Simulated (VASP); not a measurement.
# Zr (P6_3/mmc) in VASP: notebook

Runs on Zr. Level: PBE. Tasks: single point.

All numbers are computed with VASP 6.6.1; they aren't measurements. Logs are shortened: lines on timing, memory, paths and dates and some standing lists are left out, and cuts for length are marked.

### Step 1. The cell of the first run

The structure is hexagonal, space group P6_3/mmc (No. 194). Conventional cell: a = 3.253 Å, b = 3.253 Å, c = 5.181 Å, α = 90.00°, β = 90.00°, γ = 120.00°. Within 4.2 Å of Zr (site symmetry -6m2) lie 12 Zr at 3.20 to 3.25 Å.

### Step 2. Single point, PBE

INCAR reads:

```
SYSTEM = Zr
ALGO     = Normal         ! electronic algorithm
EDIFF    = 1E-6           ! SCF threshold, eV
ENCUT    = 520            ! plane-wave cutoff, eV
GGA      = PE             ! functional
ISIF     = 2              ! what is computed and relaxed
ISMEAR   = 1              ! smearing method
LASPH    = .TRUE.         ! aspherical terms in the spheres
LCHARG   = .TRUE.         ! write CHGCAR
LELF     = .TRUE.         ! ELF
LREAL    = .FALSE.        ! projectors in reciprocal space
LVHAR    = .TRUE.       
LWAVE    = .FALSE.        ! write WAVECAR
NBANDS   = 19             ! bands
NELM     = 100            ! most SCF steps
PREC     = Accurate       ! precision mode
SIGMA    = 0.1            ! smearing width, eV
```

KPOINTS reads:

```
k-points
0
G
  14 14 8
  0 0 0
```

POSCAR reads:

```
Zr
1.0
    3.2531713258      0.0000000000      0.0000000000
   -1.6265856629      2.8173290110      0.0000000000
    0.0000000000      0.0000000000      5.1807156955
Zr
2
Direct
    0.3333333333      0.6666666667      0.2500000000
    0.6666666667      0.3333333333      0.7500000000
```

Potentials or basis: VASP PAW PBE potentials, release 64 (Zr_sv).

Started as:

```bash
> cat potpaw_PBE.64/Zr_sv/POTCAR > POTCAR
> mpirun -np 1 vasp_std > vasp.out
```

OUTCAR:

```text
SYSTEM = Zr
   EDIFF = 1E-6
   ENCUT = 520
   GGA = PE
   ISIF = 2
   ISMEAR = 1
   LASPH = .TRUE.
   LREAL = .FALSE.
   NELM = 100
   PREC = Accurate

 ion  position               nearest neighbor table
   1  0.333  0.667  0.250-   2 3.20   2 3.20   2 3.20   2 3.20   2 3.20   2 3.20
   2  0.667  0.333  0.750-   1 3.20   1 3.20   1 3.20   1 3.20   1 3.20   1 3.20

  LATTYP: Found a hexagonal cell.
 ALAT       =     3.2531713258
 C/A-ratio  =     1.5925124061

  Lattice vectors:

 A1 = (   3.2531713258,   0.0000000000,   0.0000000000)
 A2 = (  -1.6265856629,   2.8173290110,   0.0000000000)
 A3 = (   0.0000000000,   0.0000000000,   5.1807156955)

Analysis of symmetry for initial positions (statically):
=====================================================================
 Subroutine PRICEL returns:
 Original cell was already a primitive cell.

 Routine SETGRP: Setting up the symmetry group for a
 hexagonal supercell.

 Subroutine GETGRP returns: Found 24 space group operations
 (whereof 12 operations were pure point group operations)
 out of a pool of 24 trial point group operations.

The static configuration has the point symmetry D_3d.
 The point group associated with its full space group is D_6h.

Analysis of symmetry for dynamics (positions and initial velocities):
=====================================================================
 Subroutine PRICEL returns:
 Original cell was already a primitive cell.

 Routine SETGRP: Setting up the symmetry group for a
 hexagonal supercell.

 Subroutine GETGRP returns: Found 24 space group operations
 (whereof 12 operations were pure point group operations)
 out of a pool of 24 trial point group operations.

The dynamic configuration has the point symmetry D_3d.
 The point group associated with its full space group is D_6h.

 Subroutine INISYM returns: Found 24 space group operations
 (whereof 12 operations are pure point group operations),
 and found     1 'primitive' translations

----------------------------------------------------------------------------------------

                                     Primitive cell

  volume of cell :      47.4826

  direct lattice vectors                    reciprocal lattice vectors
     3.253171326  0.000000000  0.000000000     0.307392357  0.177473060  0.000000000
    -1.626585663  2.817329011  0.000000000     0.000000000  0.354946120  0.000000000
     0.000000000  0.000000000  5.180715695     0.000000000  0.000000000  0.193023524

[... 81 lines left out ...]
   ENCUT  =  520.0 eV  38.22 Ry    6.18 a.u.   6.05  6.05  9.63*2*pi/ulx,y,z
   NELM   =    100;   NELMIN=  2; NELMDL= -5     # of ELM steps
   EDIFF  = 0.1E-05   stopping-criterion for ELM
   LREAL  =      F    real-space projection
   EDIFFG = 0.1E-04   stopping-criterion for IOM
   NSW    =      0    number of steps for IOM
   IBRION =     -1    ionic relax: 0-MD 1-quasi-New 2-CG
   NFREE  =      0    steps in history (QN), initial steepest desc. (CG)
   ISIF   =      2    stress and relaxation
   ISYM   =      2    0-nonsym 1-usesym 2-fastsym
   POTIM  = 0.5000    time-step for ionic-motion
   TEBEG  =    0.0;   TEEND  =   0.0 temperature during run
   PSTRESS=    0.0 pullay stress
   NELECT =      24.0000    total number of electrons
   NUPDOWN=      -1.0000    fix difference up-down
   EMIN   =  10.00;   EMAX   =-10.00  energy-range for DOS
   EFERMI =   0.00;   METHOD = LEGACY
   ISMEAR =     1;   SIGMA  =   0.10  broadening in eV -4-tet -1-fermi 0-gaus
   EFERMI_NEDOS =   21; number of points for ismear=-14 and -15
   IALGO  =     38    algorithm
   IMIX   =      4    mixing-type and parameters
     AMIX     =   0.40;   BMIX     =  1.00
     AMIX_MAG =   1.60;   BMIX_MAG =  1.00
  volume/ion in A,a.u.               =      23.74       160.21
  Fermi-wavevector in a.u.,A,eV,Ry     =   1.304069  2.464333 23.138004  1.700595
  Thomas-Fermi vector in A             =   2.435029
   LORBIT       =      0    0 simple, 1 ext, 2 COOP (PROOUT), +10 PAW based schemes
   GGA     = PE    functional components
   LHFCALC =     F    Hartree Fock is set to
   AEXX    =    0.0000 exact exchange contribution
   IVDW    =     0    specifies the selected vdW correction
   LEPSILON=     F    determine dielectric tensor
   LRPA    =     F    only Hartree local field effects (RPA)
 non-spin polarized calculation
 Methfessel and Paxton  Order N= 1 SIGMA  =   0.10
  energy-cutoff  :      520.00
  volume of cell :       47.48
 maximum number of plane-waves:      1302
   NGX = 13   NGY = 13   NGZ = 19

 number of electron      24.0000001 magnetization

 Free energy of the ion-electron system (eV)
  ---------------------------------------------------
  ext. energy  EPLUGINS =         0.00000000
  ---------------------------------------------------
  free energy    TOTEN  =       -17.03709902 eV

  energy without entropy =      -17.03736066  energy(sigma->0) =      -17.03718623

 E-fermi :   8.8110     XC(G=0): -10.9939

 val. band max:        8.8022134290   @ k =   0.1429   0.0000   0.3750
 cond. band min:       8.8146006142   @ k =   0.3571   0.2143   0.2500
 fundamental gap:      0.0123871852
 Fermi energy:         8.8109876026

 k-point     1 :       0.0000    0.0000    0.0000
  band No.  band energies     occupation
      1     -40.1035      2.00000
      2     -39.9613      2.00000
      3     -18.5943      2.00000
      4     -17.7731      2.00000
      5     -17.7731      2.00000
      6     -17.6496      2.00000
[... 505 lines left out ...]
      6     -18.0646      2.00000
[... 11 lines left out ...]
     18      13.3982      0.00000
     19      15.1246      0.00000

 [... further k-points ...]

------------------------ aborting loop because EDIFF is reached ----------------------------------------

  FORCE on cell =-STRESS in cart. coord.  units (eV):
  Direction    XX          YY          ZZ          XY          YZ          ZX
  --------------------------------------------------------------------------------------
  -------------------------------------------------------------------------------------
  Total       -0.3928364     -0.3928364     -0.3294743      0.0000000      0.0000000      0.0000000
  in kB      -13.2552538    -13.2552538    -11.1172632      0.0000000      0.0000000      0.0000000
  external PRESSURE =     -12.5425903 kB  Pullay stress =       0.0000000 kB

 VOLUME and BASIS-vectors are now :
 -----------------------------------------------------------------------------
  energy-cutoff  :      520.00
  volume of cell :       47.48
      direct lattice vectors                 reciprocal lattice vectors
     3.253171326  0.000000000  0.000000000     0.307392357  0.177473060  0.000000000
    -1.626585663  2.817329011  0.000000000     0.000000000  0.354946120  0.000000000
     0.000000000  0.000000000  5.180715695     0.000000000  0.000000000  0.193023524

 POSITION                                       TOTAL-FORCE (eV/Angst)
 -----------------------------------------------------------------------------------
     -0.00000      1.87822      1.29518        -0.000000      0.000000      0.000000
      1.62659      0.93911      3.88554         0.000000      0.000000      0.000000
 -----------------------------------------------------------------------------------
    total drift:                                0.000000     -0.000000      0.000000

  FREE ENERGIE OF THE ION-ELECTRON SYSTEM (eV)
  ---------------------------------------------------
  free  energy   TOTEN  =       -17.0370990188 eV

  energy  without entropy=      -17.0373606625  energy(sigma->0) =      -17.03718623
```

OSZICAR:

```text
N       E                     dE             d eps       ncg     rms          rms(c)
DAV:   1     0.214111063859E+03    0.21411E+03   -0.13221E+04  4560   0.125E+03
DAV:   2    -0.164638060279E+01   -0.21576E+03   -0.21164E+03  5341   0.366E+02
DAV:   3    -0.173853597464E+02   -0.15739E+02   -0.15623E+02  8312   0.711E+01
DAV:   4    -0.177668565479E+02   -0.38150E+00   -0.38105E+00  5336   0.116E+01
DAV:   5    -0.177792890676E+02   -0.12433E-01   -0.12429E-01  6729   0.141E+00    0.138E+01
DAV:   6    -0.171548540286E+02    0.62444E+00   -0.97552E-01  4902   0.739E+00    0.536E+00
DAV:   7    -0.170309610018E+02    0.12389E+00   -0.60683E-01  6241   0.513E+00    0.112E+00
DAV:   8    -0.170370343331E+02   -0.60733E-02   -0.43155E-02  6028   0.147E+00    0.258E-01
DAV:   9    -0.170371520698E+02   -0.11774E-03   -0.16295E-03  5832   0.353E-01    0.365E-02
DAV:  10    -0.170370990203E+02    0.53050E-04   -0.40465E-05  5966   0.369E-02    0.253E-02
DAV:  11    -0.170370990188E+02    0.14911E-08   -0.99467E-06  5145   0.340E-02
   1 F= -.17037099E+02 E0= -.17037186E+02  d E =0.261644E-03
```

Wall time 32 s (1 thread of Intel Xeon 6975P-C (Granite Rapids), shared host); peak memory 0.21 GiB.

Results:

```
Free energy            : -17.0371 eV
Pressure               : -1.3 GPa
Band gap on the k mesh : zero (bands 12 and 13 overlap by 1.10 eV)
```

### Step 3. Single point, PBE

This run uses another cell than the first one, of 23.04 Å³/atom.

INCAR reads:

```
SYSTEM = Zr
PREC = Accurate ; ENCUT = 520
EDIFF = 1E-7 ; ISMEAR = 1
SIGMA = 0.1 ; LREAL = .False.
LASPH = .True. ; NELM = 60
ALGO = Normal ; ISIF = 2
LWAVE = .False. ; LCHARG = .False.
GGA = PE ; NBANDS = 19
```

KPOINTS reads:

```
regular mesh
0
Gamma
  15 15 8
  0 0 0
```

POSCAR reads:

```
Zr
1.0
    3.2207993143      0.0000000000      0.0000000000
   -1.6103996572      2.7892940267      0.0000000000
    0.0000000000      0.0000000000      5.1291628657
Zr
2
Direct
    0.3333333333      0.6666666667      0.2500000000
    0.6666666667      0.3333333333      0.7500000000
```

Potentials or basis: VASP PAW PBE potentials, release 64 (Zr_sv).

Started as:

```bash
> cat potpaw_PBE.64/Zr_sv/POTCAR > POTCAR
> mpirun -np 1 vasp_std > vasp.out
```

Run time: 38 s. Hardware: 1 thread of Intel Xeon 6975P-C (Granite Rapids), shared host; peak memory 0.22 GiB.

The run converged. Its results:

* Free energy: -17.0371 eV
* Pressure: 1.5 GPa
* Band gap on the k mesh: zero (bands 12 and 13 overlap by 1.25 eV)

Stress tensor (GPa, compression positive):
```
1.28 0.00 0.00
0.00 1.28 0.00
0.00 0.00 1.87
```

Levels at points of the mesh, in eV from the Fermi level:
| k point | band 8 | band 9 | band 10 | band 11 | band 12 | band 13 | band 14 | band 15 | band 16 | band 17 |
| --- | --- | --- | --- | --- | --- | --- | --- | --- | --- | --- |
| (0.00, 0.00, 0.00) | -26.36 | -5.72 | -3.10 | 0.83 | 0.83 | 0.98 | 1.17 | 1.53 | 1.53 | 2.11 |
| (0.00, 0.00, 0.50) | -26.43 | -3.99 | -3.99 | 0.00 | 0.00 | 0.73 | 0.73 | 0.73 | 0.73 | 3.95 |

### Step 4. Single point, PBE

This run uses another cell than the first one, of 23.39 Å³/atom.

INCAR reads:

```
ALGO     = Normal         # electronic algorithm
EDIFF    = 1E-6           # SCF threshold, eV
ENCUT    = 520            # plane-wave cutoff, eV
GGA      = PE             # functional
ISIF     = 2              # what is computed and relaxed
ISMEAR   = 1              # smearing method
LASPH    = True           # aspherical terms in the spheres
LCHARG   = False          # write CHGCAR
LREAL    = False          # projectors in reciprocal space
LWAVE    = False          # write WAVECAR
NBANDS   = 19             # bands
NELM     = 60             # most SCF steps
PREC     = Accurate       # precision mode
SIGMA    = 0.1            # smearing width, eV
```

KPOINTS reads:

```
k-points
0
Gamma
  15 15 8
```

POSCAR reads:

```
Zr
1.0
    3.2370662535      0.0000000000      0.0000000000
   -1.6185331267      2.8033816092      0.0000000000
    0.0000000000      0.0000000000      5.1550681680
Zr
2
Direct
    0.3333333333      0.6666666667      0.2500000000
    0.6666666667      0.3333333333      0.7500000000
```

Started as:

```bash
> cat potpaw_PBE.64/Zr_sv/POTCAR > POTCAR
> mpirun -np 1 vasp_std > vasp.out
```

Run time: 33 s. Hardware: 1 thread of Intel Xeon 6975P-C (Granite Rapids), shared host; peak memory 0.23 GiB.

Results (log left out):

```
Free energy            : -17.0406 eV
Pressure               : 0.0 GPa
Band gap on the k mesh : zero (bands 12 and 13 overlap by 1.20 eV)
```

Stress tensor (GPa, compression positive):
```
-0.10  0.00  0.00
 0.00 -0.10  0.00
 0.00  0.00  0.32
```

Levels at points of the mesh, in eV from the Fermi level:
```csv
k point,band 9,band 10,band 11,band 12,band 13,band 14,band 15,band 16
"(0.00, 0.00, 0.00)",-5.69,-3.06,0.82,0.82,0.97,1.11,1.51,1.51
"(0.00, 0.00, 0.50)",-3.98,-3.98,0.01,0.01,0.73,0.73,0.73,0.73
```

### Step 5. The runs side by side

```csv
cell,k mesh,gap on the mesh (eV),pressure (GPa)
"a = 3.253, b = 3.253, c = 5.181 Å, angles 90.0, 90.0, 120.0°, 2 atoms",14 × 14 × 8,none,-1.3
"a = 3.221, b = 3.221, c = 5.129 Å, angles 90.0, 90.0, 120.0°, 2 atoms",15 × 15 × 8,none,1.5
"a = 3.237, b = 3.237, c = 5.155 Å, angles 90.0, 90.0, 120.0°, 2 atoms",15 × 15 × 8,none,0.0
```

Alike in all rows: task single point; level PBE; potentials or basis VASP PAW PBE potentials, release 64 (Zr_sv); no spin polarisation; cutoff (eV) 520; smearing methfessel-paxton 0.1 eV.

Total energies depend on the potentials used, so only differences within one code and one set of settings carry meaning.
